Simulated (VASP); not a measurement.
# SnO (P4/nmm) in VASP: settings compared, part 2 of 2

VASP 6.6.1.

## 3. Relaxation of cell and atoms, PBEsol, target pressure 2 GPa, at which the enthalpy is minimised

Input file INCAR:

```
PREC = Accurate
ENCUT = 600
EDIFF = 1E-6
ISMEAR = -1
SIGMA = 0.05
LREAL = False
LASPH = True
NELM = 100
ALGO = Normal
ISIF = 3
LWAVE = False
LCHARG = False
GGA = PS
IBRION = 2
NSW = 60
EDIFFG = -0.01
PSTRESS = 20.0
```

Input file KPOINTS:

```
Automatic mesh
0
Gamma
  7 7 6
```

Input file POSCAR:

```
SnO
1.0
    3.8136952200      0.0000000000      0.0000000000
    0.0000000000      3.8136952200      0.0000000000
    0.0000000000      0.0000000000      4.8869133000
Sn O
2 2
Direct
    0.5000000000      0.0000000000      0.7646261400
    0.0000000000      0.5000000000      0.2353738600
    0.0000000000      0.0000000000      0.0000000000
    0.5000000000      0.5000000000      0.0000000000
```

Potentials or basis: VASP PAW PBE potentials, release 64 (Sn_d, O).

Command:

```
$ cat potpaw_PBE.64/Sn_d/POTCAR potpaw_PBE.64/O/POTCAR > POTCAR
$ mpirun -np 1 vasp_std > vasp.out
```

OUTCAR:

```text
PREC = Accurate
   ENCUT = 600
   EDIFF = 1E-6
   ISMEAR = -1
   LREAL = False
   LASPH = True
   NELM = 100
   ISIF = 3
   GGA = PS
   IBRION = 2
   NSW = 60
   EDIFFG = -0.01
   PSTRESS = 20.0

 ion  position               nearest neighbor table
   1  0.500  0.000  0.765-   3 2.23   4 2.23   4 2.23   3 2.23   2 3.54   2 3.54   2 3.54   2 3.54
                             2 3.74   2 3.74   2 3.74   2 3.74
   2  0.000  0.500  0.235-   3 2.23   4 2.23   3 2.23   4 2.23   1 3.54   1 3.54   1 3.54   1 3.54
                             1 3.74   1 3.74   1 3.74   1 3.74
   3  0.000  0.000  0.000-   1 2.23   2 2.23   2 2.23   1 2.23
   4  0.500  0.500  0.000-   1 2.23   2 2.23   1 2.23   2 2.23

  LATTYP: Found a simple tetragonal cell.
 ALAT       =     3.8136952200
 C/A-ratio  =     1.2814116016

  Lattice vectors:

 A1 = (   3.8136952200,   0.0000000000,   0.0000000000)
 A2 = (   0.0000000000,   3.8136952200,   0.0000000000)
 A3 = (   0.0000000000,   0.0000000000,   4.8869133000)

Analysis of symmetry for initial positions (statically):
=====================================================================
 Subroutine PRICEL returns:
 Original cell was already a primitive cell.

 Routine SETGRP: Setting up the symmetry group for a
 simple tetragonal supercell.

 Subroutine GETGRP returns: Found 16 space group operations
[... 285 lines left out ...]
  energy  without entropy=      -24.2002741294  energy(sigma->0) =      -24.20082350

  enthalpy is  TOTEN    =       -23.3429965459 eV   P V=        0.8583763154

[... ionic steps 4 to 10 ...]

--------------------------------------- Ionic step       11  -------------------------------------------

 number of electron      40.0000016 magnetization

------------------------ aborting loop because EDIFF is reached ----------------------------------------
[... 75 lines left out ...]
--------------------------------------- Ionic step       13  -------------------------------------------

 number of electron      40.0000016 magnetization

 Free energy of the ion-electron system (eV)
  ---------------------------------------------------
  ext. energy  EPLUGINS =         0.00000000
  ---------------------------------------------------
  free energy    TOTEN  =       -24.20474552 eV

  energy without entropy =      -24.20181372  energy(sigma->0) =      -24.20327962

 E-fermi :   7.8771     XC(G=0): -10.9049

 val. band max:        7.8689150099   @ k =   0.1429   0.0000   0.0000
 cond. band min:       7.9043145814   @ k =   0.0000   0.0000   0.0000
 fundamental gap:      0.0353995715
 Fermi energy:         7.8771152329

 k-point     1 :       0.0000    0.0000    0.0000
  band No.  band energies     occupation
      1     -14.1517      2.00000
      2     -13.6945      2.00000
      3     -13.6945      2.00000
      4     -13.6692      2.00000
      5     -13.6380      2.00000
      6     -13.6344      2.00000
[... 637 lines left out ...]
     23      12.5317      0.00000
     24      13.8113      0.00000

 [... further k-points ...]

------------------------ aborting loop because EDIFF is reached ----------------------------------------

  FORCE on cell =-STRESS in cart. coord.  units (eV):
  Direction    XX          YY          ZZ          XY          YZ          ZX
  --------------------------------------------------------------------------------------
  -------------------------------------------------------------------------------------
  Total        0.8015425      0.8015425      0.7991899      0.0000000      0.0000000      0.0000000
  in kB       19.6877433     19.6877433     19.6299576      0.0000000      0.0000000      0.0000000
  external PRESSURE =      -0.3315186 kB  Pullay stress =      20.0000000 kB
[... 23 lines left out ...]
  energy  without entropy=      -24.2018137215  energy(sigma->0) =      -24.20327962

  enthalpy is  TOTEN    =       -23.3904901900 eV   P V=        0.8142553287

 reached required accuracy - stopping structural energy minimisation
```

OSZICAR:

```text
N       E                     dE             d eps       ncg     rms          rms(c)
DAV:   1     0.414596681224E+03    0.41460E+03   -0.22348E+04  1944   0.274E+03
[... 116 lines left out ...]
  12 F= -.23390461E+02 E0= -.23388985E+02  d E =-.358794E-03
       N       E                     dE             d eps       ncg     rms          rms(c)
DAV:   1    -0.242048860624E+02    0.31603E-03   -0.10509E-02  3000   0.105E+00    0.769E-02
DAV:   2    -0.242047708255E+02    0.11524E-03   -0.47814E-04  2648   0.262E-01    0.279E-02
DAV:   3    -0.242047475110E+02    0.23314E-04   -0.49647E-05  2416   0.155E-01    0.111E-02
DAV:   4    -0.242047448988E+02    0.26123E-05   -0.14996E-05  2864   0.613E-02    0.280E-03
DAV:   5    -0.242047455187E+02   -0.61999E-06   -0.28258E-06  1472   0.220E-02
  13 F= -.23390490E+02 E0= -.23389024E+02  d E =-.291527E-04
```

Wall time 15 min (1 thread of Intel Xeon 8259CL, shared host); peak memory 0.24 GiB.

What came out:

| Item | Value |
| --- | --- |
| Free energy | -24.2047 eV |
| Relaxed volume | 16.31 Å³/atom |
| Relaxed cell | a = 3.776 Å, b = 3.776 Å, c = 4.576 Å, α = 90.00°, β = 90.00°, γ = 90.00° |
| Space group after relaxing (to 0.1 Å) | P4/nmm (No. 129) |
| Energy change on relaxing (the run minimises the enthalpy) | +1.8 meV/atom |
| Ionic steps | 13 |
| Pressure after relaxing | 2.0 GPa |
| Largest force after relaxing | 0.007 eV/Å |
| Band gap on the k mesh | zero (bands 20 and 21 overlap by 0.19 eV) |

Forces in eV/Å, atoms in the order of the input:
```
Sn   0.000  0.000 -0.007
Sn   0.000  0.000  0.007
O    0.000  0.000  0.000
O    0.000  0.000  0.000
```

Step by step:
| step | energy change (eV) | largest force (eV/Å) | pressure (GPa) | volume (Å³) |
| --- | --- | --- | --- | --- |
| 1 | 0.0000 | 0.1573 | -0.36 | 71.08 |
| 2 | 0.0152 | 0.5724 | 2.94 | 68.42 |
| 3 | 0.0105 | 0.5156 | 2.52 | 68.76 |
| 4 | 0.0043 | 0.2896 | 2.30 | 67.71 |
| 5 | 0.0249 | 0.2664 | 2.09 | 65.32 |
| 6 | 0.0109 | 0.0437 | 2.11 | 66.20 |
| 7 | 0.0043 | 0.0425 | 1.87 | 65.91 |
| 8 | 0.0036 | 0.0449 | 1.60 | 65.55 |
| 9 | 0.0042 | 0.0461 | 1.54 | 65.50 |
| 10 | 0.0132 | 0.1373 | 2.76 | 64.84 |
| 11 | 0.0068 | 0.0193 | 1.99 | 65.26 |
| 12 | 0.0067 | 0.0151 | 1.98 | 65.27 |
| 13 | 0.0071 | 0.0070 | 1.97 | 65.23 |

Final structure:
```xyz
4
Lattice="3.7757 0.0000 0.0000 0.0000 3.7757 0.0000 0.0000 0.0000 4.5755" Properties=species:S:1:pos:R:3 pbc="T T T"
Sn    1.8879    3.7757    3.4170
Sn    0.0000    1.8879    1.1585
O     0.0000    3.7757    0.0000
O     1.8879    1.8879    4.5755
```

Caveat: the cell is relaxed towards a set pressure, so the run minimises the enthalpy, not the energy; semilocal functionals underestimate gaps, so a narrow gap can read as zero; the PAW data sets were made with another functional, which shifts forces and pressure a little; spin-orbit coupling is left out, which moves the levels of the heavy elements.

## 4. Relaxation of cell and atoms, PBEsol, target pressure 5 GPa, at which the enthalpy is minimised

Input file INCAR:

```
SYSTEM = SnO
PREC = Accurate ; ENCUT = 600
EDIFF = 1E-6 ; ISMEAR = -1
SIGMA = 0.05 ; LREAL = .False.
LASPH = .True. ; NELM = 80
ALGO = Normal ; ISIF = 3
LWAVE = .False. ; LCHARG = .False.
GGA = PS ; IBRION = 2
NSW = 60 ; EDIFFG = -0.01
PSTRESS = 50.0
```

Input file KPOINTS:

```
Automatic mesh
0
Gamma
  7 7 6
  0 0 0
```

POSCAR is that of step 3.

Command:

```
$ cat potpaw_PBE.64/Sn_d/POTCAR potpaw_PBE.64/O/POTCAR > POTCAR
$ mpirun -np 1 vasp_std > vasp.out
```

Run time: 15 min. Hardware: 1 thread of Intel Xeon 8259CL, shared host; peak memory 0.25 GiB.

It converged, with:

- Free energy: -24.1355 eV
- Relaxed volume: 15.50 Å³/atom
- Relaxed cell: a = 3.742 Å, b = 3.742 Å, c = 4.427 Å, α = 90.00°, β = 90.00°, γ = 90.00°
- Space group after relaxing (to 0.1 Å): P4/nmm (No. 129)
- Energy change on relaxing (the run minimises the enthalpy): +19.1 meV/atom
- Ionic steps: 12
- Pressure after relaxing: 5.1 GPa
- Largest force after relaxing: 0.008 eV/Å
- Band gap on the k mesh: zero (bands 20 and 21 overlap by 0.47 eV)

Forces on the atoms (eV/Å):
```
Sn   0.000  0.000  0.008
Sn   0.000  0.000 -0.008
O    0.000  0.000  0.000
O    0.000  0.000  0.000
```

The path:
```csv
step,energy change (eV),largest force (eV/Å),pressure (GPa),volume (Å³)
1,0.0000,0.1573,-0.36,71.08
2,0.1334,1.3937,8.81,65.14
3,0.0541,0.9402,5.41,67.08
4,0.0468,0.5233,5.27,65.11
5,0.0919,0.0558,5.38,62.58
6,0.0727,0.1057,4.76,62.38
7,0.0717,0.1563,4.40,62.20
8,0.0721,0.1617,4.32,62.18
9,0.1015,0.2366,6.71,61.34
10,0.0799,0.0275,5.14,61.89
11,0.0801,0.0218,5.16,61.89
12,0.0764,0.0075,5.05,62.00
```

Final structure:
```yaml
crystal:
  lattice:
    - [3.74210, 0.00000, 0.00000]
    - [0.00000, 3.74210, 0.00000]
    - [0.00000, 0.00000, 4.42738]
  atoms:
    - { symbol: Sn, position: [0.50000, 0.00000, 0.73805] }
    - { symbol: Sn, position: [0.00000, 0.50000, 0.26195] }
    - { symbol: O, position: [0.00000, 0.00000, 0.00000] }
    - { symbol: O, position: [0.50000, 0.50000, 0.00000] }
```

Levels at points of the mesh, in eV from the Fermi level:
```
           k point  band 17  band 18  band 19  band 20  band 21  band 22  band 23  band 24
(0.00, 0.00, 0.00)    -3.72    -3.33    -3.33     0.05     2.65     4.16     4.16     5.56
(0.00, 0.00, 0.50)    -3.35    -3.35    -2.33    -2.28     1.72     2.18     2.18     3.29
```

Caveat: the cell is relaxed towards a set pressure, so the run minimises the enthalpy, not the energy; semilocal functionals underestimate gaps, so a narrow gap can read as zero; the PAW data sets were made with another functional, which shifts forces and pressure a little; spin-orbit coupling is left out, which moves the levels of the heavy elements.

## 5. Single point, PBE, non-collinear spin, zero start, spin-orbit coupling

Input file INCAR:

```
SYSTEM = SnO
ALGO     = Normal         ! electronic algorithm
EDIFF    = 1E-7           ! SCF threshold, eV
ENCUT    = 520            ! plane-wave cutoff, eV
GGA      = PE             ! functional
GGA_COMPAT= .FALSE.      
ISIF     = 2              ! what is computed and relaxed
ISMEAR   = -1             ! smearing method
LASPH    = .TRUE.         ! aspherical terms in the spheres
LCHARG   = .FALSE.        ! write CHGCAR
LORBIT   = 11             ! projections on sites
LORBMOM  = .TRUE.       
LREAL    = .FALSE.        ! projectors in reciprocal space
LSORBIT  = .TRUE.         ! spin-orbit coupling
LWAVE    = .FALSE.        ! write WAVECAR
MAGMOM   = 0 0 0 0 0 0 0 0 0 0 0 0 ! initial moments
NBANDS   = 54             ! bands
NELM     = 150            ! most SCF steps
PREC     = Accurate       ! precision mode
SIGMA    = 0.05           ! smearing width, eV
```

Input file KPOINTS:

```
k-points
0
G
  5 5 5
  0 0 0
```

POSCAR is that of step 4.

Command:

```
$ cat potpaw_PBE.64/Sn_d/POTCAR potpaw_PBE.64/O/POTCAR > POTCAR
$ mpirun -np 1 vasp_ncl > vasp.out
```

It took 2 min on 1 thread of Intel Xeon Platinum 8488C (Sapphire Rapids), shared host; peak memory 0.33 GiB.

The run converged. Its results:

- Free energy: -22.7598 eV
- Pressure: 3.8 GPa
- Largest force: 0.454 eV/Å
- Net moment: 0.00 μB per cell
- Valence electrons inside the program's atomic spheres: Sn 12.12; O 5.02

Forces on the atoms (eV/Å):
```
Sn   0.000  0.000 -0.454
Sn   0.000  0.000  0.454
O    0.000  0.000  0.000
O    0.000  0.000  0.000
```

Stress tensor (GPa, compression positive):
```
4.13 0.00 0.00
0.00 4.13 0.00
0.00 0.00 3.27
```

Moments on the atoms (μB; x, y, z):
```
Sn  0.00 0.00 0.00
Sn  0.00 0.00 0.00
O   0.00 0.00 0.00
O   0.00 0.00 0.00
```

Caveat: the cell stands under pressure.

## 6. Single point, LDA, non-collinear spin, zero start, spin-orbit coupling

Input file INCAR:

```
SYSTEM = SnO
PREC     = Accurate       ! precision mode
ENCUT    = 520            ! plane-wave cutoff, eV
EDIFF    = 1E-6           ! SCF threshold, eV
ISMEAR   = -1             ! smearing method
SIGMA    = 0.05           ! smearing width, eV
LREAL    = .FALSE.        ! projectors in reciprocal space
LASPH    = .TRUE.         ! aspherical terms in the spheres
NELM     = 150            ! most SCF steps
ALGO     = Normal         ! electronic algorithm
ISIF     = 2              ! what is computed and relaxed
LWAVE    = .FALSE.        ! write WAVECAR
LCHARG   = .FALSE.        ! write CHGCAR
MAGMOM   = 0 0 0 0 0 0 0 0 0 0 0 0 ! initial moments
LORBIT   = 11             ! projections on sites
LSORBIT  = .TRUE.         ! spin-orbit coupling
GGA_COMPAT= .FALSE.      
LORBMOM  = .TRUE.       
NBANDS   = 54             ! bands
```

Input file KPOINTS:

```
Automatic mesh
0
G
  5 5 5
  0 0 0
```

POSCAR is that of step 5.

Potentials or basis: VASP PAW LDA potentials, release 64 (Sn_d, O).

Command:

```
$ cat potpaw_LDA.64/Sn_d/POTCAR potpaw_LDA.64/O/POTCAR > POTCAR
$ mpirun -np 1 vasp_ncl > vasp.out
```

Run time: 1.9 min. Hardware: 1 thread of Intel Xeon Platinum 8488C (Sapphire Rapids), shared host; peak memory 0.27 GiB.

It converged, with:

```yaml
Free_energy: -25.7736 eV
Pressure: -3.0 GPa
Largest_force: 0.131 eV/Å
Net_moment: 0.00 μB per cell
Valence_electrons_inside_the_program's_atomic_spheres: Sn 12.15; O 4.98
```

Forces on the atoms (eV/Å):
```
Sn   0.000  0.000  0.131
Sn   0.000  0.000 -0.131
O    0.000  0.000  0.000
O    0.000  0.000  0.000
```

Stress tensor (GPa, compression positive):
```
-3.19  0.00  0.00
 0.00 -3.19  0.00
 0.00  0.00 -2.61
```

Moments on the atoms (μB; x, y, z):
```
Sn  0.00 0.00 0.00
Sn  0.00 0.00 0.00
O   0.00 0.00 0.00
O   0.00 0.00 0.00
```

## 7. Summary

| task | level | potentials or basis | spin | cell | k mesh | cutoff (eV) | gap on the mesh (eV) | pressure (GPa) | moment (μB) | largest force (eV/Å) |
| --- | --- | --- | --- | --- | --- | --- | --- | --- | --- | --- |
| relaxation of cell and atoms | PBEsol | VASP PAW PBE potentials, release 64 (Sn_d, O) | off | relaxed | 7 × 7 × 6 | 600 | 0.11 | 0.0 | - | - |
| relaxation of cell and atoms | PBEsol | VASP PAW PBE potentials, release 64 (Sn_d, O) | off | relaxed to 2 GPa | 7 × 7 × 6 | 600 | none | 2.0 | - | 0.01 |
| relaxation of cell and atoms | PBEsol | VASP PAW PBE potentials, release 64 (Sn_d, O) | off | relaxed to 5 GPa | 7 × 7 × 6 | 600 | none | 5.1 | - | 0.01 |
| single point | PBE | VASP PAW PBE potentials, release 64 (Sn_d, O) | non-collinear, zero start, SOC | as given | 5 × 5 × 5 | 520 | - | 3.8 | 0.00 | 0.45 |
| single point | LDA | VASP PAW LDA potentials, release 64 (Sn_d, O) | non-collinear, zero start, SOC | as given | 5 × 5 × 5 | 520 | - | -3.0 | 0.00 | 0.13 |

Alike in all rows: smearing fermi-dirac 0.05 eV.

Caveats: the PAW data sets were made with another functional, which shifts forces and pressure a little (at least some runs); spin-orbit coupling is left out, which moves the levels of the heavy elements (at least some runs); the cell is relaxed towards a set pressure, so the run minimises the enthalpy, not the energy (at least some runs); semilocal functionals underestimate gaps, so a narrow gap can read as zero (at least some runs); an odd mesh through Γ misses points on the zone boundary, where band edges can lie (at least some runs); the cell stands under pressure (at least some runs).

Absolute energies hang on the potentials; compare differences alone.
